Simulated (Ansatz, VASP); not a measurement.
This is a calculation of BP for Ansatz 0.2.0.

The input input.yaml:

```yaml
crystal:
  lattice:
    - [0.0, 2.269, 2.269]
    - [2.269, 0.0, 2.269]
    - [2.269, 2.269, 0.0]
  atoms:
    - { symbol: P, position: [0.75, 0.75, 0.75] }
    - { symbol: B, position: [0.0, 0.0, 0.0] }
hamiltonian:
  xc:
    exchange: pbe
    correlation: pbe
    exx: { coeff: 0.15, omega: 0.2078699 }
  pseudopotentials: { kind: paw }
kpoints:
  mp_grid: { grid: [6, 6, 6] }
scf:
  occupations: { method: fermi_dirac, width: 0.05 }
output:
  forces: true
  stress: true
  eigenvalues: true
```

Potentials or basis: Ansatz PAW.

The run is started by

```bash
$ ansatz run input.yaml --threads 1 --pin off --max-ram 3584MiB --backend cpu --events-out ev --progress --plain --runs-dir out
```

Set up the same calculation for VASP 6.6.1. Potentials there: VASP PAW PBE potentials, release 64 (P, B).

As run (the cutoff follows the program's own potentials):

Contents of POSCAR:

```
BP
1.0
    0.0000000000      2.2690000000      2.2690000000
    2.2690000000      0.0000000000      2.2690000000
    2.2690000000      2.2690000000      0.0000000000
P B
1 1
Direct
    0.7500000000      0.7500000000      0.7500000000
    0.0000000000      0.0000000000      0.0000000000
```

The input INCAR.step1:

```
ALGO     = Normal         # electronic algorithm
EDIFF    = 1E-5           # SCF threshold, eV
ENCUT    = 520            # plane-wave cutoff, eV
GGA      = PE             # functional
ISIF     = 2              # what is computed and relaxed
ISMEAR   = -1             # smearing method
LASPH    = True           # aspherical terms in the spheres
LCHARG   = False          # write CHGCAR
LREAL    = False          # projectors in reciprocal space
LWAVE    = True           # write WAVECAR
NBANDS   = 11             # bands
NELM     = 60             # most SCF steps
PREC     = Accurate       # precision mode
SIGMA    = 0.05           # smearing width, eV
```

Contents of INCAR.step2:

```
AEXX     = 0.15           # exact-exchange fraction
ALGO     = Normal         # electronic algorithm
EDIFF    = 1E-6           # SCF threshold, eV
ENCUT    = 520            # plane-wave cutoff, eV
GGA      = PE             # functional
HFSCREEN = 0.2078699      # screening, 1/A
ISIF     = 2              # what is computed and relaxed
ISMEAR   = -1             # smearing method
ISTART   = 1            
LASPH    = True           # aspherical terms in the spheres
LCHARG   = False          # write CHGCAR
LHFCALC  = True           # exact exchange
LREAL    = False          # projectors in reciprocal space
LWAVE    = False          # write WAVECAR
NBANDS   = 11             # bands
NELM     = 60             # most SCF steps
PREC     = Accurate       # precision mode
PRECFOCK = Normal       
SIGMA    = 0.05           # smearing width, eV
```

File KPOINTS:

```
k-points
0
Gamma
  6 6 6
```

Potentials or basis: VASP PAW PBE potentials, release 64 (P, B).

Run with:

```console
$ cat potpaw_PBE.64/P/POTCAR potpaw_PBE.64/B/POTCAR > POTCAR
$ cp INCAR.step1 INCAR
$ mpirun -np 1 vasp_std > vasp.out
$ cp INCAR.step2 INCAR
$ mpirun -np 1 vasp_std > vasp.out
```

Both were run:

|  | VASP | Ansatz | Ansatz less VASP |
| --- | --- | --- | --- |
| gap on the k mesh at the Fermi level (eV) | 1.76 | 1.76 | +0.004 |
| least direct gap on the mesh (eV) | 3.95 | 3.96 | +0.005 |
| pressure (GPa) | -0.8 | -0.4 | +0.42 |

VASP's potentials were made for PBE, not for PBE-based screened hybrid. The functional is the same, so the differences come from potentials, cutoffs and numerics.
